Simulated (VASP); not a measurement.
# Fe (P6_3/mmc) in VASP: notebook, part 2 of 2

VASP 6.6.1.

### Step 3. Relaxation of shape and atoms at fixed volume, LDA (9.35 Å³/atom)

Input file INCAR:

```
SYSTEM = Fe
ALGO = Normal
EDIFF = 1E-6
EDIFFG = -0.01
ENCUT = 600
GGA = CA
IBRION = 2
ISIF = 4
ISMEAR = 0
LASPH = .True.
LCHARG = .False.
LREAL = .False.
LWAVE = .False.
NELM = 60
NSW = 60
PREC = Accurate
SIGMA = 0.05
```

Input file KPOINTS:

```
k-points
0
Gamma
  22 22 12
  0 0 0
```

Input file POSCAR:

```
Fe
1.0
    2.3902675268      0.0000000000      0.0000000000
   -1.1951337634      2.0700324000      0.0000000000
    0.0000000000      0.0000000000      3.7799266821
Fe
2
Direct
    0.3333333333      0.6666666667      0.2500000000
    0.6666666667      0.3333333333      0.7500000000
```

Potentials or basis: VASP PAW LDA potentials, release 64 (Fe).

Started as:

```console
> cat potpaw_LDA.64/Fe/POTCAR > POTCAR
> mpirun -np 1 vasp_std > vasp.out
```

It took 1.9 min on 1 thread of Intel Xeon 8259CL, shared host; peak memory 0.21 GiB.

Results (log left out):

| Property | Result |
| --- | --- |
| Free energy | -18.8184 eV |
| Pressure after relaxing | 7.0 GPa |
| Band gap on the k mesh | zero (bands 8 and 9 overlap by 2.15 eV) |

Stress tensor (GPa, compression positive):
```
6.92 0.00 0.00
0.00 6.92 0.00
0.00 0.00 7.03
```

Final structure:
```yaml
crystal:
  lattice:
    - [2.39027, 0.00000, 0.00000]
    - [-1.19513, 2.07003, 0.00000]
    - [0.00000, 0.00000, 3.77993]
  atoms:
    - { symbol: Fe, position: [0.33333, 0.66667, 0.25000] }
    - { symbol: Fe, position: [0.66667, 0.33333, 0.75000] }
```

Levels at points of the mesh, in eV from the Fermi level:
```csv
k point,band 4,band 5,band 6,band 7,band 8,band 9,band 10,band 11,band 12
"(0.00, 0.00, 0.00)",-1.89,-1.75,-1.35,-1.35,-0.96,-0.96,0.65,0.81,0.81
"(0.50, 0.00, 0.00)",-2.23,-2.19,-1.71,-1.21,0.94,1.20,1.24,3.02,5.38
"(0.00, 0.00, 0.50)",-2.33,-2.02,-2.02,-2.02,-2.02,0.37,0.37,0.37,0.37
"(0.50, 0.00, 0.50)",-3.57,-0.74,-0.74,0.15,0.15,1.10,1.10,2.77,2.77
```

Caveat: the relaxation stopped at its first step, so nothing moved; the run has no spin polarisation, though such a crystal can be magnetic. Spin polarisation is off, so any magnetic state and its effect on volume and gap are missing.

### Step 4. Single point, LDA, collinear spin, antiferromagnetic start

This run uses another cell than the first one, of 9.54 Å³/atom.

Input file INCAR:

```
SYSTEM = Fe
ALGO = Normal
EDIFF = 1E-6
ENCUT = 520
GGA = CA
ISIF = 2
ISMEAR = 0
ISPIN = 2
LASPH = .TRUE.
LCHARG = .FALSE.
LMAXMIX = 4
LORBIT = 11
LREAL = .FALSE.
LWAVE = .FALSE.
MAGMOM = 2.5 -2.5
NBANDS = 19
NELM = 150
PREC = Accurate
SIGMA = 0.05
```

Input file KPOINTS:

```
k-points
0
G
  20 20 12
  0 0 0
```

Input file POSCAR:

```
Fe
1.0
    2.4075398603      0.0000000000      0.0000000000
   -1.2037699302      2.0849906796      0.0000000000
    0.0000000000      0.0000000000      3.8022954211
Fe
2
Direct
    0.3333333333      0.6666666667      0.2500000000
    0.6666666667      0.3333333333      0.7500000000
```

Potentials or basis: VASP PAW LDA potentials, release 64 (Fe).

Started as:

```console
> cat potpaw_LDA.64/Fe/POTCAR > POTCAR
> mpirun -np 1 vasp_std > vasp.out
```

OUTCAR:

```text
SYSTEM = Fe
   EDIFF = 1E-6
   ENCUT = 520
   GGA = CA
   ISIF = 2
   ISMEAR = 0
   ISPIN = 2
   LASPH = .TRUE.
   LORBIT = 11
   LREAL = .FALSE.
   NELM = 150
   PREC = Accurate

 ion  position               nearest neighbor table
   1  0.333  0.667  0.250-   2 2.36   2 2.36   2 2.36   2 2.36   2 2.36   2 2.36
   2  0.667  0.333  0.750-   1 2.36   1 2.36   1 2.36   1 2.36   1 2.36   1 2.36

  LATTYP: Found a hexagonal cell.
 ALAT       =     2.4075398603
 C/A-ratio  =     1.5793281282

  Lattice vectors:

 A1 = (   2.4075398603,   0.0000000000,   0.0000000000)
 A2 = (  -1.2037699302,   2.0849906796,   0.0000000000)
 A3 = (   0.0000000000,   0.0000000000,   3.8022954211)

Analysis of symmetry for initial positions (statically):
=====================================================================
 Subroutine PRICEL returns:
 Original cell was already a primitive cell.

 Routine SETGRP: Setting up the symmetry group for a
 hexagonal supercell.

 Subroutine GETGRP returns: Found 24 space group operations
[... 733 lines left out ...]
      6       6.2239      1.00000
[... 517 lines left out ...]
     18      31.4613      0.00000
     19      34.7140      0.00000

 [... further k-points ...]

------------------------ aborting loop because EDIFF is reached ----------------------------------------

  FORCE on cell =-STRESS in cart. coord.  units (eV):
  Direction    XX          YY          ZZ          XY          YZ          ZX
  --------------------------------------------------------------------------------------
  -------------------------------------------------------------------------------------
  Total       -0.0278630     -0.0278630     -0.0485849      0.0000000     -0.0000000     -0.0000000
  in kB       -2.3389194     -2.3389194     -4.0783863      0.0000000     -0.0000000     -0.0000000
  external PRESSURE =      -2.9187417 kB  Pullay stress =       0.0000000 kB

 VOLUME and BASIS-vectors are now :
 -----------------------------------------------------------------------------
  energy-cutoff  :      520.00
  volume of cell :       19.09
      direct lattice vectors                 reciprocal lattice vectors
     2.407539860  0.000000000  0.000000000     0.415361763  0.239809225  0.000000000
    -1.203769930  2.084990680  0.000000000     0.000000000  0.479618451  0.000000000
     0.000000000  0.000000000  3.802295421     0.000000000  0.000000000  0.262999028

 POSITION                                       TOTAL-FORCE (eV/Angst)
 -----------------------------------------------------------------------------------
     -0.00000      1.38999      0.95057         0.000000     -0.000000      0.000000
      1.20377      0.69500      2.85172        -0.000000      0.000000      0.000000
 -----------------------------------------------------------------------------------
    total drift:                                0.000000      0.000000     -0.000000

  FREE ENERGIE OF THE ION-ELECTRON SYSTEM (eV)
  ---------------------------------------------------
  free  energy   TOTEN  =       -18.8249084878 eV

  energy  without entropy=      -18.8222031094  energy(sigma->0) =      -18.82355580

 total charge

# of ion       s       p       d       tot
------------------------------------------
    1        0.570   0.702   6.422   7.695
    2        0.570   0.702   6.422   7.695
--------------------------------------------------
tot          1.140   1.405  12.844  15.389

 magnetization (x)

# of ion       s       p       d       tot
------------------------------------------
    1        0.000   0.000   0.000   0.000
    2       -0.000  -0.000  -0.000  -0.000
--------------------------------------------------
tot          0.000   0.000   0.000   0.000
```

stdout:

```text
POSCAR found type information on POSCAR Fe
 POSCAR found :  1 types and       2 ions
 scaLAPACK will be used
 LDA part: xc-table for (Slater(with rela. corr.)+CA(PZ))
 , standard interpolation
 POSCAR, INCAR and KPOINTS ok, starting setup
 FFT: planning ... GRIDC
 FFT: planning ... GRID_SOFT
 FFT: planning ... GRID
 WAVECAR not read
 entering main loop
```

Run time: 6 min. Hardware: 1 thread of Intel Xeon 8259CL, shared host; peak memory 0.26 GiB.

What came out:

- Free energy: -18.8249 eV
- Pressure: -0.3 GPa
- Band gap on the k mesh: zero (filled and empty bands overlap)
- Net moment: 0.00 μB per cell
- Valence electrons inside the program's atomic spheres: Fe 7.70

Stress tensor (GPa, compression positive):
```
-0.23  0.00  0.00
 0.00 -0.23  0.00
 0.00  0.00 -0.41
```
